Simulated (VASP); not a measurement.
# Cd (P6/mmm) in VASP: further runs

The runs below take Cd through relaxation of shape and atoms at fixed volume, with PBE.

All numbers are computed with VASP 6.6.1; they aren't measurements. Logs are shortened: lines on timing, memory, paths and dates and some standing lists are left out, and cuts for length are marked.

### Step 1. The cell of the first run

It takes space group P6/mmm (No. 191, hexagonal). The conventional cell has a = 2.564 Å, b = 2.564 Å, c = 2.661 Å, α = 90.00°, β = 90.00°, γ = 120.00°. Cd (site symmetry 6/mmm) has 8 Cd at 2.56 to 2.66 Å within 3.4 Å.

This isn't the form of Cd at room conditions, which is hcp.

### Step 2. Relaxation of shape and atoms at fixed volume, PBE

Input file INCAR:

```
SYSTEM = Cd
PREC     = Accurate       ! precision mode
ENCUT    = 600            ! plane-wave cutoff, eV
EDIFF    = 1E-6           ! SCF threshold, eV
ISMEAR   = -1             ! smearing method
SIGMA    = 0.1            ! smearing width, eV
LREAL    = .FALSE.        ! projectors in reciprocal space
LASPH    = .TRUE.         ! aspherical terms in the spheres
NELM     = 100            ! most SCF steps
ALGO     = Normal         ! electronic algorithm
ISIF     = 4              ! what is computed and relaxed
LWAVE    = .FALSE.        ! write WAVECAR
LCHARG   = .FALSE.        ! write CHGCAR
GGA      = PE             ! functional
IBRION   = 2              ! ionic algorithm
NSW      = 50             ! ionic steps
EDIFFG   = -0.005         ! ionic threshold
```

Input file KPOINTS:

```
regular mesh
0
G
  14 14 13
  0 0 0
```

Input file POSCAR:

```
Cd
1.0
    2.5638949466      0.0000000000      0.0000000000
   -1.2819474733      2.2203981564      0.0000000000
    0.0000000000      0.0000000000      2.6612890766
Cd
1
Direct
    0.0000000000      0.0000000000      0.0000000000
```

Potentials or basis: VASP PAW PBE potentials, release 64 (Cd).

Launch:

```bash
$ cat potpaw_PBE.64/Cd/POTCAR > POTCAR
$ mpirun -np 1 vasp_std > vasp.out
```

OUTCAR:

```text
SYSTEM = Cd
   PREC = Accurate
   ENCUT = 600
   EDIFF = 1E-6
   ISMEAR = -1
   LREAL = .FALSE.
   LASPH = .TRUE.
   NELM = 100
   ISIF = 4
   GGA = PE
   IBRION = 2
   NSW = 50
   EDIFFG = -0.005

 ion  position               nearest neighbor table
   1  0.000  0.000  0.000-

  LATTYP: Found a hexagonal cell.
 ALAT       =     2.5638949466
 C/A-ratio  =     1.0379867865

  Lattice vectors:

 A1 = (   2.5638949466,   0.0000000000,   0.0000000000)
 A2 = (  -1.2819474733,   2.2203981564,   0.0000000000)
 A3 = (   0.0000000000,   0.0000000000,   2.6612890766)

Analysis of symmetry for initial positions (statically):
=====================================================================
 Subroutine PRICEL returns:
 Original cell was already a primitive cell.

 Routine SETGRP: Setting up the symmetry group for a
 hexagonal supercell.

 Subroutine GETGRP returns: Found 24 space group operations
 (whereof 24 operations were pure point group operations)
 out of a pool of 24 trial point group operations.

The static configuration has the point symmetry D_6h.

Analysis of symmetry for dynamics (positions and initial velocities):
=====================================================================
 Subroutine PRICEL returns:
 Original cell was already a primitive cell.

 Routine SETGRP: Setting up the symmetry group for a
 hexagonal supercell.

 Subroutine GETGRP returns: Found 24 space group operations
 (whereof 24 operations were pure point group operations)
 out of a pool of 24 trial point group operations.

The dynamic configuration has the point symmetry D_6h.

 Subroutine INISYM returns: Found 24 space group operations
 (whereof 24 operations are pure point group operations),
 and found     1 'primitive' translations

----------------------------------------------------------------------------------------

                                     Primitive cell

  volume of cell :      15.1504

  direct lattice vectors                    reciprocal lattice vectors
     2.563894947  0.000000000  0.000000000     0.390031581  0.225184838  0.000000000
    -1.281947473  2.220398156  0.000000000     0.000000000  0.450369677  0.000000000
     0.000000000  0.000000000  2.661289077     0.000000000  0.000000000  0.375757752

  length of vectors
     2.563894947  2.563894947  2.661289077     0.450369677  0.450369677  0.375757752

  position of ions in fractional coordinates (direct lattice)
     0.000000000  0.000000000  0.000000000

  ion indices of the primitive-cell ions
   primitive index   ion index
                 1           1

----------------------------------------------------------------------------------------

 KPOINTS: regular mesh

Automatic generation of k-mesh.
 Grid dimensions read from file:
 generate k-points for:   14   14   13

 Generating k-lattice:

  Cartesian coordinates                     Fractional coordinates (reciprocal lattice)
     0.027859399  0.016084631  0.000000000     0.071428571  0.000000000  0.000000000
     0.000000000  0.032169263  0.000000000     0.000000000  0.071428571  0.000000000
     0.000000000  0.000000000  0.028904442     0.000000000  0.000000000  0.076923077

  Length of vectors
     0.032169263  0.032169263  0.028904442

  Shift w.r.t. Gamma in fractional coordinates (k-lattice)
     0.000000000  0.000000000  0.000000000

 Subroutine IBZKPT returns following result:
 ===========================================

 Found    168 irreducible k-points:

 Following reciprocal coordinates:
            Coordinates               Weight
  0.000000  0.000000  0.000000      1.000000
  0.071429  0.000000  0.000000      6.000000
  0.142857  0.000000  0.000000      6.000000
  0.214286  0.000000  0.000000      6.000000
  0.285714  0.000000  0.000000      6.000000
  0.357143  0.000000  0.000000      6.000000
[... 16 lines left out ...]
  0.285714  0.285714  0.000000      6.000000
  0.357143  0.285714  0.000000      6.000000
 [... further k-points ...]
   k-points           NKPTS =    168   k-points in BZ     NKDIM =    168   number of bands    NBANDS=     10
   number of dos      NEDOS =    301   number of ions     NIONS =      1
   total plane-waves  NPLWV =   9600
   dimension x,y,z NGX =    20 NGY =   20 NGZ =   24
   dimension x,y,z NGXF=    40 NGYF=   40 NGZF=   48
   ions per type =               1
   NGX,Y,Z   is equivalent  to a cutoff of  12.97, 12.97, 14.99 a.u.
   NGXF,Y,Z  is equivalent  to a cutoff of  25.94, 25.94, 29.98 a.u.
 SYSTEM =  Cd
   PREC   = accura    normal or accurate (medium, high low for compatibility)
   ISTART =      0    job   : 0-new  1-cont  2-samecut
   ICHARG =      2    charge: 1-file 2-atom 10-const
   ISPIN  =      1    spin polarized calculation?
   LNONCOLLINEAR =      F non collinear calculations
   LSORBIT =      F    spin-orbit coupling
   LASPH  =      T    aspherical Exc in radial PAW
   ENCUT  =  600.0 eV  44.10 Ry    6.64 a.u.   5.12  5.12  5.32*2*pi/ulx,y,z
   NELM   =    100;   NELMIN=  2; NELMDL= -5     # of ELM steps
   EDIFF  = 0.1E-05   stopping-criterion for ELM
   LREAL  =      F    real-space projection
   EDIFFG = -.5E-02   stopping-criterion for IOM
   NSW    =     50    number of steps for IOM
   IBRION =      2    ionic relax: 0-MD 1-quasi-New 2-CG
   NFREE  =      1    steps in history (QN), initial steepest desc. (CG)
   ISIF   =      4    stress and relaxation
   ISYM   =      2    0-nonsym 1-usesym 2-fastsym
   POTIM  = 0.5000    time-step for ionic-motion
   TEBEG  =    0.0;   TEEND  =   0.0 temperature during run
   PSTRESS=    0.0 pullay stress
   NELECT =      12.0000    total number of electrons
   NUPDOWN=      -1.0000    fix difference up-down
   EMIN   =  10.00;   EMAX   =-10.00  energy-range for DOS
   EFERMI =   0.00;   METHOD = LEGACY
   ISMEAR =    -1;   SIGMA  =   0.10  broadening in eV -4-tet -1-fermi 0-gaus
   EFERMI_NEDOS =   21; number of points for ismear=-14 and -15
   IALGO  =     38    algorithm
   IMIX   =      4    mixing-type and parameters
     AMIX     =   0.40;   BMIX     =  1.00
     AMIX_MAG =   1.60;   BMIX_MAG =  1.00
  volume/ion in A,a.u.               =      15.15       102.24
  Fermi-wavevector in a.u.,A,eV,Ry     =   1.514703  2.862374 31.216196  2.294326
  Thomas-Fermi vector in A             =   2.624325
   LORBIT       =      0    0 simple, 1 ext, 2 COOP (PROOUT), +10 PAW based schemes
   GGA     = PE    functional components
   LHFCALC =     F    Hartree Fock is set to
   AEXX    =    0.0000 exact exchange contribution
   IVDW    =     0    specifies the selected vdW correction
   LEPSILON=     F    determine dielectric tensor
   LRPA    =     F    only Hartree local field effects (RPA)
 conjugate gradient relaxation of ions
 non-spin polarized calculation
  energy-cutoff  :      600.00
  volume of cell :       15.15
 maximum number of plane-waves:       517
   NGX = 11   NGY = 11   NGZ = 11

--------------------------------------- Ionic step        1  -------------------------------------------

 number of electron      12.0000009 magnetization

 Free energy of the ion-electron system (eV)
  ---------------------------------------------------
  ext. energy  EPLUGINS =         0.00000000
  ---------------------------------------------------
  free energy    TOTEN  =         0.74212737 eV

  energy without entropy =        0.75076800  energy(sigma->0) =        0.74644769

------------------------ aborting loop because EDIFF is reached ----------------------------------------

  FORCE on cell =-STRESS in cart. coord.  units (eV):
  Direction    XX          YY          ZZ          XY          YZ          ZX
  --------------------------------------------------------------------------------------
  -------------------------------------------------------------------------------------
  Total        8.0336329      8.0336329      5.9603945      0.0000000     -0.0000000     -0.0000000
  in kB      849.5705136    849.5705136    630.3219786      0.0000000     -0.0000000     -0.0000000
  external PRESSURE =     776.4876686 kB  Pullay stress =       0.0000000 kB
[... 86 lines left out ...]
  FREE ENERGIE OF THE ION-ELECTRON SYSTEM (eV)
  ---------------------------------------------------
  free  energy   TOTEN  =         0.7093592555 eV

  energy  without entropy=        0.7198615473  energy(sigma->0) =        0.71461040

[... ionic steps 4 to 15 ...]

--------------------------------------- Ionic step       16  -------------------------------------------

 number of electron      11.9999998 magnetization

------------------------ aborting loop because EDIFF is reached ----------------------------------------

  FORCE on cell =-STRESS in cart. coord.  units (eV):
  Direction    XX          YY          ZZ          XY          YZ          ZX
  --------------------------------------------------------------------------------------
  -------------------------------------------------------------------------------------
  Total        7.1634144      7.1634144      7.1273173     -0.0000000      0.0000000      0.0000000
  in kB      757.5434034    757.5434034    753.7260737     -0.0000000      0.0000000      0.0000000
  external PRESSURE =     756.2709602 kB  Pullay stress =       0.0000000 kB
[... 55 lines left out ...]
  energy  without entropy=        0.7197053339  energy(sigma->0) =        0.71452159

--------------------------------------- Ionic step       18  -------------------------------------------

 number of electron      11.9999998 magnetization

 Free energy of the ion-electron system (eV)
  ---------------------------------------------------
  ext. energy  EPLUGINS =         0.00000000
  ---------------------------------------------------
  free energy    TOTEN  =         0.70933705 eV

  energy without entropy =        0.71974090  energy(sigma->0) =        0.71453898

 E-fermi :   6.4423     XC(G=0): -13.0078

 val. band max:        6.4393055299   @ k =   0.4286   0.0714   0.0000
 cond. band min:       6.4497002444   @ k =   0.2857   0.0714   0.4615
 fundamental gap:      0.0103947145
 Fermi energy:         6.4423158676

 k-point     1 :       0.0000    0.0000    0.0000
  band No.  band energies     occupation
      1      -6.3732      2.00000
      2      -5.7617      2.00000
      3      -4.6243      2.00000
      4      -4.6243      2.00000
      5      -2.7161      2.00000
      6      -2.7161      2.00000
      7      17.5379      0.00000
      8      21.9680      0.00000
      9      23.6732      0.00000
     10      25.5306      0.00000
[... 287 lines left out ...]
 k-point    24 :       0.3571    0.2857    0.0000
  band No.  band energies     occupation
      1      -5.2355      2.00000
      2      -4.8447      2.00000
      3      -4.2293      2.00000
      4      -3.7034      2.00000
      5      -3.5022      2.00000
      6       5.8770      1.99301
      7       6.8050      0.05180
      8       8.6177      0.00000
      9      25.7110      0.00000
     10      27.3717      0.00000

 [... further k-points ...]

------------------------ aborting loop because EDIFF is reached ----------------------------------------

  FORCE on cell =-STRESS in cart. coord.  units (eV):
  Direction    XX          YY          ZZ          XY          YZ          ZX
  --------------------------------------------------------------------------------------
  -------------------------------------------------------------------------------------
  Total        7.1483472      7.1483472      7.1520723      0.0000000      0.0000000      0.0000000
  in kB      755.9500203    755.9500203    756.3439575      0.0000000      0.0000000      0.0000000
  external PRESSURE =     756.0813327 kB  Pullay stress =       0.0000000 kB
[... 16 lines left out ...]
  FREE ENERGIE OF THE ION-ELECTRON SYSTEM (eV)
  ---------------------------------------------------
  free  energy   TOTEN  =         0.7093370524 eV

  energy  without entropy=        0.7197408981  energy(sigma->0) =        0.71453898

 reached required accuracy - stopping structural energy minimisation
```

Run time: 1.8 min. Hardware: 1 thread of AMD EPYC 7R43 (Zen 3), shared host; peak memory 0.12 GiB.

Results:

| Item | Value |
| --- | --- |
| Free energy | 0.7093 eV |
| Energy gained by relaxing | 32.8 meV/atom |
| Ionic steps | 18 |
| Pressure after relaxing | 75.6 GPa |
| Band gap on the k mesh | zero (bands 6 and 7 overlap by 6.33 eV) |

Step by step:
| step | energy change (eV) | largest force (eV/Å) | pressure (GPa) | volume (Å³) |
| --- | --- | --- | --- | --- |
| 1 | 0.0000 | 0.0000 | 77.65 | 15.15 |
| 2 | 0.0039 | 0.0000 | 76.01 | 15.15 |
| 3 | -0.0328 | 0.0000 | 75.55 | 15.15 |
| 4 | -0.0328 | 0.0000 | 75.64 | 15.15 |
| 5 | -0.0328 | 0.0000 | 75.65 | 15.15 |
| 6 | -0.0328 | 0.0000 | 75.63 | 15.15 |
| 7 | -0.0328 | 0.0000 | 75.63 | 15.15 |
| 8 | -0.0328 | 0.0000 | 75.63 | 15.15 |
| 9 | -0.0328 | 0.0000 | 75.63 | 15.15 |
| 10 | -0.0328 | 0.0000 | 75.63 | 15.15 |
| 11 | -0.0328 | 0.0000 | 75.63 | 15.15 |
| 12 | -0.0328 | 0.0000 | 75.63 | 15.15 |
| 13 | -0.0328 | 0.0000 | 75.63 | 15.15 |
| 14 | -0.0328 | 0.0000 | 75.63 | 15.15 |
| 15 | -0.0328 | 0.0000 | 75.63 | 15.15 |
| 16 | -0.0328 | 0.0000 | 75.63 | 15.15 |
| 17 | -0.0328 | 0.0000 | 75.62 | 15.15 |
| 18 | -0.0328 | 0.0000 | 75.61 | 15.15 |

Final structure:
```
CELL_PARAMETERS angstrom
2.60510 0.00000 0.00000
-1.30255 2.25608 0.00000
0.00000 0.00000 2.57776
ATOMIC_POSITIONS crystal
Cd 0.00000 0.00000 0.00000
```

### Step 3. Relaxation of shape and atoms at fixed volume, PBE

This run uses another cell than the first one, of 17.17 Å³/atom.

Input file INCAR:

```
PREC     = Accurate       # precision mode
ENCUT    = 600            # plane-wave cutoff, eV
EDIFF    = 1E-7           # SCF threshold, eV
ISMEAR   = -1             # smearing method
SIGMA    = 0.1            # smearing width, eV
LREAL    = F              # projectors in reciprocal space
LASPH    = T              # aspherical terms in the spheres
NELM     = 80             # most SCF steps
ALGO     = Normal         # electronic algorithm
ISIF     = 4              # what is computed and relaxed
LWAVE    = F              # write WAVECAR
LCHARG   = F              # write CHGCAR
GGA      = PE             # functional
IBRION   = 2              # ionic algorithm
NSW      = 50             # ionic steps
EDIFFG   = -0.005         # ionic threshold
```

Input file KPOINTS:

```
Automatic mesh
0
Gamma
  14 14 13
```

Input file POSCAR:

```
Cd
1.0
    2.6731261051      0.0000000000      0.0000000000
   -1.3365630526      2.3149951145      0.0000000000
    0.0000000000      0.0000000000      2.7746695757
Cd
1
Direct
    0.0000000000      0.0000000000      0.0000000000
```

Potentials or basis: VASP PAW PBE potentials, release 64 (Cd).

Launch:

```bash
$ cat potpaw_PBE.64/Cd/POTCAR > POTCAR
$ mpirun -np 1 vasp_std > vasp.out
```

OUTCAR:

```text
PREC = Accurate
   ENCUT = 600
   EDIFF = 1E-7
   ISMEAR = -1
   LREAL = F
   LASPH = T
   NELM = 80
   ISIF = 4
   GGA = PE
   IBRION = 2
   NSW = 50
   EDIFFG = -0.005

 ion  position               nearest neighbor table
   1  0.000  0.000  0.000-

  LATTYP: Found a hexagonal cell.
 ALAT       =     2.6731261051
 C/A-ratio  =     1.0379867865

  Lattice vectors:

 A1 = (   2.6731261051,   0.0000000000,   0.0000000000)
 A2 = (  -1.3365630526,   2.3149951145,   0.0000000000)
 A3 = (   0.0000000000,   0.0000000000,   2.7746695757)

Analysis of symmetry for initial positions (statically):
=====================================================================
 Subroutine PRICEL returns:
 Original cell was already a primitive cell.

[... 256 lines left out ...]
  band No.  band energies     occupation
      1      -6.6712      2.00000
      2      -5.8762      2.00000
      3      -5.2949      2.00000
      4      -5.2949      2.00000
      5      -3.8008      2.00000
      6      -3.8008      2.00000
      7      15.3438      0.00000
      8      20.3714      0.00000
      9      20.7820      0.00000
     10      22.8068      0.00000
[... 287 lines left out ...]
 k-point    24 :       0.3571    0.2857    0.0000
  band No.  band energies     occupation
      1      -5.7390      2.00000
      2      -5.4137      2.00000
      3      -4.9149      2.00000
      4      -4.5827      2.00000
      5      -4.4229      2.00000
      6       4.6994      1.90891
      7       5.2567      0.14751
      8       7.1094      0.00000
      9      23.3527      0.00000
     10      24.8520      0.00000

 [... further k-points ...]

------------------------ aborting loop because EDIFF is reached ----------------------------------------

  FORCE on cell =-STRESS in cart. coord.  units (eV):
  Direction    XX          YY          ZZ          XY          YZ          ZX
  --------------------------------------------------------------------------------------
  -------------------------------------------------------------------------------------
  Total        4.3253886      4.3253886      4.3293745     -0.0000000      0.0000000      0.0000000
  in kB      403.6034911    403.6034911    403.9754135     -0.0000000      0.0000000      0.0000000
  external PRESSURE =     403.7274653 kB  Pullay stress =       0.0000000 kB
[... 16 lines left out ...]
  FREE ENERGIE OF THE ION-ELECTRON SYSTEM (eV)
  ---------------------------------------------------
  free  energy   TOTEN  =        -0.0008829545 eV

  energy  without entropy=        0.0107158280  energy(sigma->0) =        0.00491644

 reached required accuracy - stopping structural energy minimisation
```

Wall time 50 s (1 thread of AMD EPYC 7R43 (Zen 3), shared host); peak memory 0.13 GiB.

What came out:

- Free energy: -0.0009 eV
- Energy gained by relaxing: 14.9 meV/atom
- Ionic steps: 3
- Pressure after relaxing: 40.4 GPa
- Band gap on the k mesh: zero (bands 6 and 7 overlap by 6.27 eV)

Step by step:
```csv
step,energy change (eV),largest force (eV/Å),pressure (GPa),volume (Å³)
1,0.0000,0.0000,41.32,17.17
2,-0.0137,0.0000,40.31,17.17
3,-0.0149,0.0000,40.37,17.17
```

Final structure:
```
Cd
1.0
     2.71003    0.00000    0.00000
    -1.35501    2.34695    0.00000
     0.00000    0.00000    2.69962
Cd
1
Direct
  0.00000 0.00000 0.00000
```
